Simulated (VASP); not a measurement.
# CaO (P6_3/mmc) in VASP: a series of runs

The runs below take CaO through single point, with PBE, LDA.

Everything below comes from runs of VASP 6.6.1. Logs are shortened: lines on timing, memory, paths and dates and some standing lists are left out, and cuts for length are marked.

## (1) The cell of the first run

Symmetry: P6_3/mmc, No. 194, hexagonal system. Conventional cell: a = 3.992 Å, b = 3.992 Å, c = 4.785 Å, α = 90.00°, β = 90.00°, γ = 120.00°. Ca (site symmetry -6m2) has 5 O at 2.30 to 2.39 Å within 3.0 Å. Within 3.0 Å of O (site symmetry -6m2) lie 5 Ca at 2.30 to 2.39 Å.

## (2) Single point, PBE

INCAR

```
SYSTEM = CaO
PREC = Accurate ; ENCUT = 520
EDIFF = 1E-7 ; ISMEAR = 0
SIGMA = 0.05 ; LREAL = .False.
LASPH = .True. ; NELM = 80
ALGO = Normal ; ISIF = 2
LWAVE = .False. ; LCHARG = .False.
GGA = PE ; NBANDS = 24
```

KPOINTS

```
Automatic mesh
0
Gamma
  9 9 6
  0 0 0
```

POSCAR

```
CaO
1.0
    3.9919758245      0.0000000000      0.0000000000
   -1.9959879122      3.4571524753      0.0000000000
    0.0000000000      0.0000000000      4.7848400100
Ca O
2 2
Direct
    0.3333333300      0.6666666700      0.7500000000
    0.6666666700      0.3333333300      0.2500000000
    0.3333333300      0.6666666700      0.2500000000
    0.6666666700      0.3333333300      0.7500000000
```

Potentials or basis: VASP PAW PBE potentials, release 64 (Ca_sv, O).

Started as:

```sh
$ cat potpaw_PBE.64/Ca_sv/POTCAR potpaw_PBE.64/O/POTCAR > POTCAR
$ mpirun -np 1 vasp_std > vasp.out
```

OUTCAR:

```text
SYSTEM = CaO
   PREC = Accurate
   ENCUT = 520
   EDIFF = 1E-7
   ISMEAR = 0
   LREAL = .False.
   LASPH = .True.
   NELM = 80
   ISIF = 2
   GGA = PE

 ion  position               nearest neighbor table
   1  0.333  0.667  0.750-   4 2.30   4 2.30   4 2.30   3 2.39   3 2.39
   2  0.667  0.333  0.250-   3 2.30   3 2.30   3 2.30   4 2.39   4 2.39
   3  0.333  0.667  0.250-   2 2.30   2 2.30   2 2.30   1 2.39   1 2.39
   4  0.667  0.333  0.750-   1 2.30   1 2.30   1 2.30   2 2.39   2 2.39

  LATTYP: Found a hexagonal cell.
 ALAT       =     3.9919758245
 C/A-ratio  =     1.1986144757

  Lattice vectors:

 A1 = (   3.9919758245,   0.0000000000,   0.0000000000)
 A2 = (  -1.9959879122,   3.4571524753,   0.0000000000)
 A3 = (   0.0000000000,   0.0000000000,   4.7848400100)

Analysis of symmetry for initial positions (statically):
=====================================================================
 Subroutine PRICEL returns:
 Original cell was already a primitive cell.

 Routine SETGRP: Setting up the symmetry group for a
 hexagonal supercell.

 Subroutine GETGRP returns: Found 24 space group operations
 (whereof 12 operations were pure point group operations)
 out of a pool of 24 trial point group operations.

The static configuration has the point symmetry D_3d.
 The point group associated with its full space group is D_6h.

Analysis of symmetry for dynamics (positions and initial velocities):
=====================================================================
 Subroutine PRICEL returns:
 Original cell was already a primitive cell.

 Routine SETGRP: Setting up the symmetry group for a
 hexagonal supercell.

 Subroutine GETGRP returns: Found 24 space group operations
 (whereof 12 operations were pure point group operations)
 out of a pool of 24 trial point group operations.

The dynamic configuration has the point symmetry D_3d.
 The point group associated with its full space group is D_6h.

 Subroutine INISYM returns: Found 24 space group operations
 (whereof 12 operations are pure point group operations),
 and found     1 'primitive' translations

----------------------------------------------------------------------------------------

                                     Primitive cell

  volume of cell :      66.0350

  direct lattice vectors                    reciprocal lattice vectors
     3.991975824  0.000000000  0.000000000     0.250502519  0.144627697  0.000000000
    -1.995987912  3.457152475  0.000000000     0.000000000  0.289255394  0.000000000
     0.000000000  0.000000000  4.784840010     0.000000000  0.000000000  0.208993404

  length of vectors
     3.991975824  3.991975824  4.784840010     0.289255394  0.289255394  0.208993404

  position of ions in fractional coordinates (direct lattice)
     0.333333330  0.666666670  0.750000000
     0.666666670  0.333333330  0.250000000
     0.333333330  0.666666670  0.250000000
     0.666666670  0.333333330  0.750000000

  ion indices of the primitive-cell ions
   primitive index   ion index
                 1           1
                 2           2
                 3           3
                 4           4

----------------------------------------------------------------------------------------

 KPOINTS: Automatic mesh

Automatic generation of k-mesh.
 Grid dimensions read from file:
 generate k-points for:    9    9    6

 Generating k-lattice:

  Cartesian coordinates                     Fractional coordinates (reciprocal lattice)
     0.027833613  0.016069744  0.000000000     0.111111111  0.000000000  0.000000000
     0.000000000  0.032139488  0.000000000     0.000000000  0.111111111  0.000000000
     0.000000000  0.000000000  0.034832234     0.000000000  0.000000000  0.166666667

  Length of vectors
     0.032139488  0.032139488  0.034832234

  Shift w.r.t. Gamma in fractional coordinates (k-lattice)
     0.000000000  0.000000000  0.000000000

 Subroutine IBZKPT returns following result:
 ===========================================

 Found     48 irreducible k-points:

 Following reciprocal coordinates:
            Coordinates               Weight
  0.000000  0.000000  0.000000      1.000000
  0.111111  0.000000  0.000000      6.000000
  0.222222  0.000000  0.000000      6.000000
  0.333333 -0.000000  0.000000      6.000000
  0.444444  0.000000  0.000000      6.000000
  0.111111  0.111111  0.000000      6.000000
[... 16 lines left out ...]
  0.333333  0.222222  0.166667     24.000000
  0.333333  0.333333  0.166667      4.000000
 [... further k-points ...]
   k-points           NKPTS =     48   k-points in BZ     NKDIM =     48   number of bands    NBANDS=     24
   number of dos      NEDOS =    301   number of ions     NIONS =      4
   total plane-waves  NPLWV =  32400
   dimension x,y,z NGX =    30 NGY =   30 NGZ =   36
   dimension x,y,z NGXF=    60 NGYF=   60 NGZF=   72
   ions per type =               2   2
   NGX,Y,Z   is equivalent  to a cutoff of  12.49, 12.49, 12.51 a.u.
   NGXF,Y,Z  is equivalent  to a cutoff of  24.99, 24.99, 25.02 a.u.
 SYSTEM =  CaO
   PREC   = accura    normal or accurate (medium, high low for compatibility)
   ISTART =      0    job   : 0-new  1-cont  2-samecut
   ICHARG =      2    charge: 1-file 2-atom 10-const
   ISPIN  =      1    spin polarized calculation?
   LNONCOLLINEAR =      F non collinear calculations
   LSORBIT =      F    spin-orbit coupling
   LASPH  =      T    aspherical Exc in radial PAW
   ENCUT  =  520.0 eV  38.22 Ry    6.18 a.u.   7.42  7.42  8.90*2*pi/ulx,y,z
   NELM   =     80;   NELMIN=  2; NELMDL= -5     # of ELM steps
   EDIFF  = 0.1E-06   stopping-criterion for ELM
   LREAL  =      F    real-space projection
   EDIFFG = 0.1E-05   stopping-criterion for IOM
   NSW    =      0    number of steps for IOM
   IBRION =     -1    ionic relax: 0-MD 1-quasi-New 2-CG
   NFREE  =      0    steps in history (QN), initial steepest desc. (CG)
   ISIF   =      2    stress and relaxation
   ISYM   =      2    0-nonsym 1-usesym 2-fastsym
   POTIM  = 0.5000    time-step for ionic-motion
   TEBEG  =    0.0;   TEEND  =   0.0 temperature during run
   PSTRESS=    0.0 pullay stress
   NELECT =      32.0000    total number of electrons
   NUPDOWN=      -1.0000    fix difference up-down
   EMIN   =  10.00;   EMAX   =-10.00  energy-range for DOS
   EFERMI =   0.00;   METHOD = LEGACY
   ISMEAR =     0;   SIGMA  =   0.05  broadening in eV -4-tet -1-fermi 0-gaus
   EFERMI_NEDOS =   21; number of points for ismear=-14 and -15
   IALGO  =     38    algorithm
   IMIX   =      4    mixing-type and parameters
     AMIX     =   0.40;   BMIX     =  1.00
     AMIX_MAG =   1.60;   BMIX_MAG =  1.00
  volume/ion in A,a.u.               =      16.51       111.41
  Fermi-wavevector in a.u.,A,eV,Ry     =   1.285879  2.429960 22.497037  1.653486
  Thomas-Fermi vector in A             =   2.417987
   LORBIT       =      0    0 simple, 1 ext, 2 COOP (PROOUT), +10 PAW based schemes
   GGA     = PE    functional components
   LHFCALC =     F    Hartree Fock is set to
   AEXX    =    0.0000 exact exchange contribution
   IVDW    =     0    specifies the selected vdW correction
   LEPSILON=     F    determine dielectric tensor
   LRPA    =     F    only Hartree local field effects (RPA)
 non-spin polarized calculation
 Gauss-broadening in eV      SIGMA  =   0.05
  energy-cutoff  :      520.00
  volume of cell :       66.03
 maximum number of plane-waves:      1811
 NGX is ok and might be reduce to    30
   NGX = 15   NGY = 15   NGZ = 17

 number of electron      31.9999992 magnetization

 Free energy of the ion-electron system (eV)
  ---------------------------------------------------
  ext. energy  EPLUGINS =         0.00000000
  ---------------------------------------------------
  free energy    TOTEN  =       -25.34535681 eV

  energy without entropy =      -25.34535681  energy(sigma->0) =      -25.34535681

 E-fermi :   1.6597     XC(G=0):  -9.3949

 val. band max:        1.3459092043   @ k =   0.0000   0.0000   0.0000
 cond. band min:       4.5069861831   @ k =   0.0000   0.0000   0.0000
 fundamental gap:      3.1610769788
 Fermi energy:         1.6596734845

 k-point     1 :       0.0000    0.0000    0.0000
  band No.  band energies     occupation
      1     -36.3094      2.00000
      2     -36.1788      2.00000
      3     -17.6469      2.00000
      4     -17.4065      2.00000
      5     -17.4065      2.00000
      6     -17.2107      2.00000
[... 16 lines left out ...]
     23       9.8071      0.00000
     24       9.8944      0.00000

 k-point     2 :       0.1111    0.0000    0.0000
  band No.  band energies     occupation
      1     -36.3044      2.00000
      2     -36.1808      2.00000
      3     -17.6303      2.00000
      4     -17.4590      2.00000
      5     -17.4171      2.00000
      6     -17.2753      2.00000
[... 16 lines left out ...]
     23       9.5377      0.00000
     24       9.8076      0.00000

 k-point     3 :       0.2222    0.0000    0.0000
  band No.  band energies     occupation
      1     -36.2908      2.00000
      2     -36.1869      2.00000
      3     -17.5854      2.00000
      4     -17.5837      2.00000
      5     -17.4428      2.00000
      6     -17.4247      2.00000
[... 16 lines left out ...]
     23       9.5738      0.00000
     24       9.6403      0.00000
[... 514 lines left out ...]
 k-point    23 :       0.3333    0.2222    0.1667
  band No.  band energies     occupation
      1     -36.2430      2.00000
      2     -36.2173      2.00000
      3     -17.8842      2.00000
      4     -17.8232      2.00000
      5     -17.5259      2.00000
      6     -17.3130      2.00000
[... 16 lines left out ...]
     23       9.7084      0.00000
     24      10.1636      0.00000

 k-point    24 :       0.3333    0.3333    0.1667
  band No.  band energies     occupation
      1     -36.2294      2.00000
      2     -36.2294      2.00000
      3     -17.8650      2.00000
      4     -17.8650      2.00000
      5     -17.5486      2.00000
      6     -17.2599      2.00000
[... 16 lines left out ...]
     23       9.7947      0.00000
     24      10.1822      0.00000

 [... further k-points ...]

------------------------ aborting loop because EDIFF is reached ----------------------------------------

  FORCE on cell =-STRESS in cart. coord.  units (eV):
  Direction    XX          YY          ZZ          XY          YZ          ZX
  --------------------------------------------------------------------------------------
  -------------------------------------------------------------------------------------
  Total        0.5625297      0.5625297      0.7143852      0.0000000      0.0000000     -0.0000000
  in kB       13.6484136     13.6484136     17.3328174      0.0000000      0.0000000     -0.0000000
  external PRESSURE =      14.8765482 kB  Pullay stress =       0.0000000 kB

 VOLUME and BASIS-vectors are now :
 -----------------------------------------------------------------------------
  energy-cutoff  :      520.00
  volume of cell :       66.03
      direct lattice vectors                 reciprocal lattice vectors
     3.991975824  0.000000000  0.000000000     0.250502519  0.144627697  0.000000000
    -1.995987912  3.457152475  0.000000000     0.000000000  0.289255394  0.000000000
     0.000000000  0.000000000  4.784840010     0.000000000  0.000000000  0.208993404

 POSITION                                       TOTAL-FORCE (eV/Angst)
 -----------------------------------------------------------------------------------
     -0.00000      2.30477      3.58863         0.000000      0.000000      0.000000
      1.99599      1.15238      1.19621         0.000000      0.000000      0.000000
     -0.00000      2.30477      1.19621        -0.000000     -0.000000      0.000000
      1.99599      1.15238      3.58863        -0.000000      0.000000      0.000000
 -----------------------------------------------------------------------------------
    total drift:                               -0.000003      0.000001     -0.000000

  FREE ENERGIE OF THE ION-ELECTRON SYSTEM (eV)
  ---------------------------------------------------
  free  energy   TOTEN  =       -25.3453568073 eV

  energy  without entropy=      -25.3453568073  energy(sigma->0) =      -25.34535681
```

It took 42 s on 1 thread of AMD EPYC 9R45 (Zen 5), shared host; peak memory 0.18 GiB.

What came out:

```yaml
Free_energy: -25.3454 eV
Pressure: 1.5 GPa
Band_gap_on_the_k_mesh: 3.16 eV, direct
```

Stress tensor (GPa, compression positive):
```
1.36 0.00 0.00
0.00 1.36 0.00
0.00 0.00 1.73
```

Levels at points of the mesh, in eV from the valence-band top:
```tsv
k point	band 12	band 13	band 14	band 15	band 16	band 17	band 18	band 19	band 20	band 21
(0.00, 0.00, 0.00)	-1.20	-1.15	-1.15	-1.09	0.00	3.16	6.13	6.13	7.70	7.73
(0.00, 0.00, 0.50)	-1.58	-1.29	-1.29	-1.29	-1.29	4.97	4.97	7.76	7.76	7.76
```

## (3) Single point, PBE

INCAR

```
SYSTEM = CaO
PREC = Accurate
ENCUT = 520
EDIFF = 1E-7
ISMEAR = 0
SIGMA = 0.05
LREAL = .False.
LASPH = .True.
NELM = 60
ALGO = Normal
ISIF = 2
LWAVE = .False.
LCHARG = .False.
GGA = PE
NBANDS = 24
NELECT = 31.8
```

KPOINTS is that of step 2.

POSCAR is that of step 2.

Potentials or basis: VASP PAW PBE potentials, release 64 (Ca_sv, O).

Started as:

```sh
$ cat potpaw_PBE.64/Ca_sv/POTCAR potpaw_PBE.64/O/POTCAR > POTCAR
$ mpirun -np 1 vasp_std > vasp.out
```

Run time: 41 s. Hardware: 1 thread of AMD EPYC 9R45 (Zen 5), shared host; peak memory 0.18 GiB.

Results (log left out):

| Quantity | Value |
| --- | --- |
| Free energy | -25.5518 eV |

Levels at points of the mesh, in eV from the Fermi level:
```csv
k point,band 14,band 15,band 16,band 17,band 18,band 19
"(0.00, 0.00, 0.00)",-0.75,-0.72,0.33,3.78,6.66,6.66
"(0.00, 0.00, 0.50)",-0.89,-0.89,-0.89,5.57,5.57,8.27
```

Caveat: the cell carries a net charge on a neutralising background, which shifts energy and pressure; the cell is charged against a uniform background, so pressure and absolute levels hang on convention.

## (4) Single point, LDA

INCAR

```
PREC = Accurate
ENCUT = 520
EDIFF = 1E-6
ISMEAR = 0
SIGMA = 0.05
LREAL = F
LASPH = T
NELM = 60
ALGO = Normal
ISIF = 2
LWAVE = F
LCHARG = T
GGA = CA
LELF = T
LVHAR = T
NBANDS = 24
```

KPOINTS

```
regular mesh
0
Gamma
  9 9 6
```

POSCAR is that of step 3.

Potentials or basis: VASP PAW LDA potentials, release 64 (Ca_sv, O).

Started as:

```sh
$ cat potpaw_LDA.64/Ca_sv/POTCAR potpaw_LDA.64/O/POTCAR > POTCAR
$ mpirun -np 1 vasp_std > vasp.out
```

Wall time 34 s (1 thread of AMD EPYC 9R45 (Zen 5), shared host); peak memory 0.16 GiB.

Results (log left out):

```yaml
Free_energy: -27.9398 eV
Pressure: -5.1 GPa
Band_gap_on_the_k_mesh: 3.00 eV, direct
```

Stress tensor (GPa, compression positive):
```
-4.87  0.00  0.00
 0.00 -4.87  0.00
 0.00  0.00 -5.60
```

Levels at points of the mesh, in eV from the valence-band top:
```tsv
k point	band 13	band 14	band 15	band 16	band 17	band 18	band 19	band 20
(0.00, 0.00, 0.00)	-1.17	-1.17	-1.10	0.00	3.00	6.01	6.01	7.63
(0.00, 0.00, 0.50)	-1.32	-1.32	-1.32	-1.32	4.81	4.81	7.68	7.68
```

A k mesh can miss the band edges.

## (5) Single point, PBE

INCAR

```
  PREC = Accurate
  ENCUT = 520
  EDIFF = 1E-6
  ISMEAR = 0
  SIGMA = 0.05
  LREAL = F
  LASPH = T
  NELM = 60
  ALGO = Normal
  ISIF = 2
  LWAVE = F
  LCHARG = T
  GGA = PE
  LELF = T
  LVHAR = T
  NELECT = 32.2
  NBANDS = 24
```

KPOINTS is that of step 4.

POSCAR is that of step 4.

Potentials or basis: VASP PAW PBE potentials, release 64 (Ca_sv, O).

Started as:

```sh
$ cat potpaw_PBE.64/Ca_sv/POTCAR potpaw_PBE.64/O/POTCAR > POTCAR
$ mpirun -np 1 vasp_std > vasp.out
```

Wall time 38 s (1 thread of AMD EPYC 9R45 (Zen 5), shared host); peak memory 0.18 GiB.

It converged, with:

```
Free energy : -24.3142 eV
```

Levels at points of the mesh, in eV from the Fermi level:
```
           k point  band 12  band 13  band 14  band 15  band 16  band 17  band 18  band 19  band 20  band 21
(0.00, 0.00, 0.00)    -5.33    -5.28    -5.28    -5.24    -4.14    -1.14     2.00     2.00     3.55     3.57
(0.00, 0.00, 0.50)    -5.73    -5.42    -5.42    -5.42    -5.42     0.68     0.68     3.64     3.64     3.64
```

Caveat: the cell carries a net charge on a neutralising background, which shifts energy and pressure; the cell is charged against a uniform background, so pressure and absolute levels hang on convention.

## (6) Single point, PBE

This run uses another cell than the first one, of 17.50 Å³/atom, 1.060 times its volume.

INCAR

```
ALGO = Normal
EDIFF = 1E-6
ENCUT = 520
GGA = PE
ISIF = 2
ISMEAR = 0
LASPH = T
LCHARG = T
LELF = T
LREAL = F
LVHAR = T
LWAVE = F
NBANDS = 24
NELM = 60
PREC = Accurate
SIGMA = 0.05
```

KPOINTS

```
k-points
0
Gamma
  9 9 6
```

POSCAR

```
CaO
1.0
    4.0702697375      0.0000000000      0.0000000000
   -2.0351348687      3.5249569929      0.0000000000
    0.0000000000      0.0000000000      4.8786842274
Ca O
2 2
Direct
    0.3333333300      0.6666666700      0.7500000000
    0.6666666700      0.3333333300      0.2500000000
    0.3333333300      0.6666666700      0.2500000000
    0.6666666700      0.3333333300      0.7500000000
```

Potentials or basis: VASP PAW PBE potentials, release 64 (Ca_sv, O).

Started as:

```sh
$ cat potpaw_PBE.64/Ca_sv/POTCAR potpaw_PBE.64/O/POTCAR > POTCAR
$ mpirun -np 1 vasp_std > vasp.out
```

Wall time 39 s (1 thread of AMD EPYC 9R45 (Zen 5), shared host); peak memory 0.18 GiB.

It converged, with:

- Free energy: -25.3237 eV
- Pressure: -3.3 GPa
- Band gap on the k mesh: 2.96 eV, direct

Stress tensor (GPa, compression positive):
```
-3.21  0.00  0.00
 0.00 -3.21  0.00
 0.00  0.00 -3.41
```

Levels at points of the mesh, in eV from the valence-band top:
```
           k point  band 13  band 14  band 15  band 16  band 17  band 18  band 19  band 20
(0.00, 0.00, 0.00)    -1.11    -1.04    -1.04     0.00     2.96     5.98     5.98     7.37
(0.00, 0.00, 0.50)    -1.19    -1.19    -1.19    -1.19     4.75     4.75     7.48     7.48
```

## (7) Overview

| level | potentials or basis | cell | gap on the mesh (eV) | pressure (GPa) |
| --- | --- | --- | --- | --- |
| PBE | VASP PAW PBE potentials, release 64 (Ca_sv, O) | a = 3.992, b = 3.992, c = 4.785 Å, angles 90.0, 90.0, 120.0°, 4 atoms | 3.16 | 1.5 |
| LDA | VASP PAW LDA potentials, release 64 (Ca_sv, O) | a = 3.992, b = 3.992, c = 4.785 Å, angles 90.0, 90.0, 120.0°, 4 atoms | 3.00 | -5.1 |
| PBE | VASP PAW PBE potentials, release 64 (Ca_sv, O) | a = 4.070, b = 4.070, c = 4.879 Å, angles 90.0, 90.0, 120.0°, 4 atoms | 2.96 | -3.3 |

Alike in all rows: task single point; no spin polarisation; k mesh 9 × 9 × 6; cutoff (eV) 520; smearing gaussian 0.05 eV.

Absolute energies hang on the potentials; compare differences alone.
